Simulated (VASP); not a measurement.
# ZnPb6F (Fm-3m) in VASP: further runs, part 2 of 2

VASP 6.6.1. Earlier steps stand in the parts before.

### Step 3. Single point, PBE

This run uses another cell than the first one, of 38.82 Å³/atom.

Input file INCAR:

```
  ALGO = Normal
  EDIFF = 1E-6
  ENCUT = 520
  GGA = PE
  ISIF = 2
  ISMEAR = 0
  LASPH = T
  LCHARG = T
  LELF = T
  LREAL = F
  LVHAR = T
  LWAVE = F
  NBANDS = 62
  NELM = 100
  PREC = Accurate
  SIGMA = 0.1
```

Input file KPOINTS:

```
k-points
0
Gamma
  4 4 4
```

Input file POSCAR:

```
ZnPb6F
1.0
    0.0000000000      5.3748405731      5.3748405731
    5.3748405731      0.0000000000      5.3748405731
    5.3748405731      5.3748405731      0.0000000000
Zn Pb F
1 6 1
Direct
    0.0000000000      0.0000000000      0.0000000000
    0.7443254433      0.2556745567      0.2556745567
    0.2556745567      0.7443254433      0.7443254433
    0.2556745567      0.7443254433      0.2556745567
    0.7443254433      0.2556745567      0.7443254433
    0.2556745567      0.2556745567      0.7443254433
    0.7443254433      0.7443254433      0.2556745567
    0.5000000000      0.5000000000      0.5000000000
```

Potentials or basis: VASP PAW PBE potentials, release 64 (Zn, Pb_d, F).

Launch:

```bash
$ cat potpaw_PBE.64/Zn/POTCAR potpaw_PBE.64/Pb_d/POTCAR potpaw_PBE.64/F/POTCAR > POTCAR
$ mpirun -np 1 vasp_std > vasp.out
```

OUTCAR:

```text
EDIFF = 1E-6
   ENCUT = 520
   GGA = PE
   ISIF = 2
   ISMEAR = 0
   LASPH = T
   LREAL = F
   NELM = 100
   PREC = Accurate

 ion  position               nearest neighbor table
   1  0.000  0.000  0.000-   2 2.75   3 2.75   4 2.75   5 2.75   6 2.75   7 2.75
   2  0.744  0.256  0.256-   8 2.63   1 2.75   5 3.71   6 3.71   7 3.71   4 3.71   6 3.89   4 3.89
                             5 3.89   7 3.89
   3  0.256  0.744  0.744-   8 2.63   1 2.75   5 3.71   6 3.71   7 3.71   4 3.71   6 3.89   4 3.89
                             5 3.89   7 3.89
   4  0.256  0.744  0.256-   8 2.63   1 2.75   3 3.71   6 3.71   7 3.71   2 3.71   6 3.89   3 3.89
                             2 3.89   7 3.89
   5  0.744  0.256  0.744-   8 2.63   1 2.75   3 3.71   6 3.71   7 3.71   2 3.71   6 3.89   3 3.89
                             2 3.89   7 3.89
   6  0.256  0.256  0.744-   8 2.63   1 2.75   3 3.71   4 3.71   5 3.71   2 3.71   4 3.89   3 3.89
                             2 3.89   5 3.89
   7  0.744  0.744  0.256-   8 2.63   1 2.75   3 3.71   4 3.71   5 3.71   2 3.71   2 3.89   5 3.89
                             4 3.89   3 3.89
   8  0.500  0.500  0.500-   2 2.63   3 2.63   4 2.63   5 2.63   6 2.63   7 2.63

  LATTYP: Found a face centered cubic cell.
 ALAT       =    10.7496811462

[... 186 lines left out ...]
      2     -14.0026      2.00000
      3     -14.0026      2.00000
      4     -14.0026      2.00000
      5     -13.9850      2.00000
      6     -13.9850      2.00000
[... 509 lines left out ...]
     61       6.1118      0.00000
     62       6.1118      0.00000

------------------------ aborting loop because EDIFF is reached ----------------------------------------

  FORCE on cell =-STRESS in cart. coord.  units (eV):
  Direction    XX          YY          ZZ          XY          YZ          ZX
  --------------------------------------------------------------------------------------
  -------------------------------------------------------------------------------------
  Total       -0.1340289     -0.1340289     -0.1340289      0.0000000      0.0000000      0.0000000
  in kB       -0.6914840     -0.6914840     -0.6914840      0.0000000      0.0000000      0.0000000
  external PRESSURE =      -0.6914840 kB  Pullay stress =       0.0000000 kB

 VOLUME and BASIS-vectors are now :
 -----------------------------------------------------------------------------
  energy-cutoff  :      520.00
  volume of cell :      310.55
      direct lattice vectors                 reciprocal lattice vectors
     0.000000000  5.374840573  5.374840573    -0.093026015  0.093026015  0.093026015
     5.374840573  0.000000000  5.374840573     0.093026015 -0.093026015  0.093026015
     5.374840573  5.374840573  0.000000000     0.093026015  0.093026015 -0.093026015

 POSITION                                       TOTAL-FORCE (eV/Angst)
 -----------------------------------------------------------------------------------
      0.00000      0.00000      0.00000        -0.000000      0.000000     -0.000000
      2.74842      5.37484      5.37484         0.005268      0.000000      0.000000
      8.00126      5.37484      5.37484        -0.005268      0.000000      0.000000
      5.37484      2.74842      5.37484        -0.000000      0.005268      0.000000
      5.37484      8.00126      5.37484        -0.000000     -0.005268      0.000000
      5.37484      5.37484      2.74842        -0.000000      0.000000      0.005268
      5.37484      5.37484      8.00126        -0.000000      0.000000     -0.005268
      5.37484      5.37484      5.37484        -0.000000      0.000000     -0.000000
 -----------------------------------------------------------------------------------
    total drift:                                0.000000      0.000000      0.000000

  FREE ENERGIE OF THE ION-ELECTRON SYSTEM (eV)
  ---------------------------------------------------
  free  energy   TOTEN  =       -23.1981361781 eV

  energy  without entropy=      -23.1509290588  energy(sigma->0) =      -23.17453262
```

OSZICAR:

```text
N       E                     dE             d eps       ncg     rms          rms(c)
DAV:   1     0.127531514185E+04    0.12753E+04   -0.48502E+04   992   0.182E+03
DAV:   2     0.151074818306E+03   -0.11242E+04   -0.11025E+04   992   0.515E+02
DAV:   3    -0.133373996303E+02   -0.16441E+03   -0.16054E+03  1228   0.227E+02
[... 11 lines left out ...]
DAV:  15    -0.231981345195E+02    0.14133E-06   -0.78568E-05  1140   0.451E-02    0.286E-03
DAV:  16    -0.231981382864E+02   -0.37669E-05   -0.28557E-05  1040   0.205E-02    0.119E-02
DAV:  17    -0.231981352611E+02    0.30253E-05   -0.16450E-05   952   0.216E-02    0.214E-03
DAV:  18    -0.231981363241E+02   -0.10630E-05   -0.42665E-06   768   0.605E-03    0.443E-03
DAV:  19    -0.231981361781E+02    0.14597E-06   -0.29373E-07   572   0.467E-03
   1 F= -.23198136E+02 E0= -.23174533E+02  d E =-.472071E-01
```

stdout:

```text
POSCAR found type information on POSCAR ZnPbF
 POSCAR found :  3 types and       8 ions
 scaLAPACK will be used
 LDA part: xc-table for (Slater+PW92), standard interpolation
 POSCAR, INCAR and KPOINTS ok, starting setup
 FFT: planning ... GRIDC
 FFT: planning ... GRID_SOFT
 FFT: planning ... GRID
 WAVECAR not read
 entering main loop
```

It took 3 min on 1 thread of Intel Xeon 6975P-C (Granite Rapids), shared host; peak memory 0.57 GiB.

What came out:

```
Free energy            : -23.1981 eV
Pressure               : -0.1 GPa
Largest force          : 0.005 eV/Å
Band gap on the k mesh : zero (an odd number of electrons rules out a gap without spin polarisation)
```

Forces in eV/Å, atoms in the order of the input:
```
Zn   0.000  0.000  0.000
Pb   0.005  0.000  0.000
Pb  -0.005  0.000  0.000
Pb   0.000  0.005  0.000
Pb   0.000 -0.005  0.000
Pb   0.000  0.000  0.005
Pb   0.000  0.000 -0.005
F    0.000  0.000  0.000
```

Caveat: spin-orbit coupling is left out, which moves the levels of the heavy elements; an odd number of electrons without spin polarisation forces a metal; a magnetic or distorted state may lie lower.
